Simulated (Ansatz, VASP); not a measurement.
**SnO: VASP beside Ansatz**

POSCAR

```
SnO
1.0
    3.3031148417      0.0000000000      0.0000000000
    0.0000000000      5.7577050573      0.0000000000
    0.0000000000      0.0000000000      4.0008070726
Sn O
2 2
Direct
    0.0000000000      0.2294420242      0.5172649377
    0.5000000000      0.7705579758      0.0172649377
    0.0000000000      0.8935339404      0.7327360623
    0.5000000000      0.1064660596      0.2327360623
```

INCAR.step1

```
SYSTEM = SnO
  PREC = Accurate
  ENCUT = 520
  ISMEAR = 0
  SIGMA = 0.01
  LREAL = .False.
  LASPH = .True.
  NELM = 100
  NBANDS = 28
  GGA = PE
  ALGO = Normal
  EDIFF = 1E-4
  LWAVE = .True.
  LCHARG = .False.
```

File INCAR.step2:

```
SYSTEM = SnO
  PREC = Accurate
  ENCUT = 520
  EDIFF = 1E-6
  ISMEAR = 0
  SIGMA = 0.01
  LREAL = .False.
  LASPH = .True.
  NELM = 100
  ALGO = Normal
  ISIF = 2
  LWAVE = .False.
  LCHARG = .False.
  METAGGA = R2SCAN
  LMIXTAU = .True.
  NBANDS = 28
  ISTART = 1
```

Contents of KPOINTS:

```
regular mesh
0
Gamma
  8 4 6
  0 0 0
```

Input for Ansatz:

```yaml
crystal:
  lattice:
    - [3.3031148417, 0.0, 0.0]
    - [0.0, 5.7577050573, 0.0]
    - [0.0, 0.0, 4.0008070726]
  atoms:
    - { symbol: Sn, position: [0.0, 0.2294420242, 0.5172649377] }
    - { symbol: Sn, position: [0.5, 0.7705579758, 0.0172649377] }
    - { symbol: O, position: [0.0, 0.8935339404, 0.7327360623] }
    - { symbol: O, position: [0.5, 0.1064660596, 0.2327360623] }
kpoints:
  mp_grid: { grid: [8, 4, 6] }
  band_path:
    path:
      - [0.0, 0.0, 0.0]
      - [0.5, 0.0, 0.0]
      - [0.5, 0.5, 0.0]
      - [0.0, 0.5, 0.0]
      - [0.0, 0.0, 0.5]
      - [0.5, 0.0, 0.5]
      - [0.5, 0.5, 0.5]
      - [0.0, 0.5, 0.5]
      - [0.398438, -0.5, 0.0]
    npoints: 1
hamiltonian:
  xc: r2scan
scf:
  occupations: { method: fixed }
  n_extra_bands: 5
output:
  forces: true
  stress: true
  eigenvalues: true
```

Alike in both runs: task single point; functional r2SCAN; k mesh 8 × 4 × 6; no spin polarisation.

```csv
,VASP,Ansatz
version,VASP 6.6.1,Ansatz 0.2.0
potentials or method,"VASP PAW PBE potentials, release 64 (Sn_d, O)","plane waves, PAW"
plane-wave cutoff (eV),520,500
occupations,"gaussian, width 0.01 eV",fixed
valence electrons in the cell,40,40
```

```tsv
	VASP	Ansatz	Ansatz less VASP
gap on the k mesh at the Fermi level (eV)	1.72	1.74	+0.014
pressure (GPa)	1.5	1.0	-0.50
traceless stress, the component that is largest in VASP (GPa)	0.08	-0.01	-0.094
rms of the force components (eV/Å)	0.053	0.008	-0.0451
```

VASP's potentials were made for PBE, not for r2SCAN. Atom by atom the forces differ by 0.061 eV/Å (rms over components).
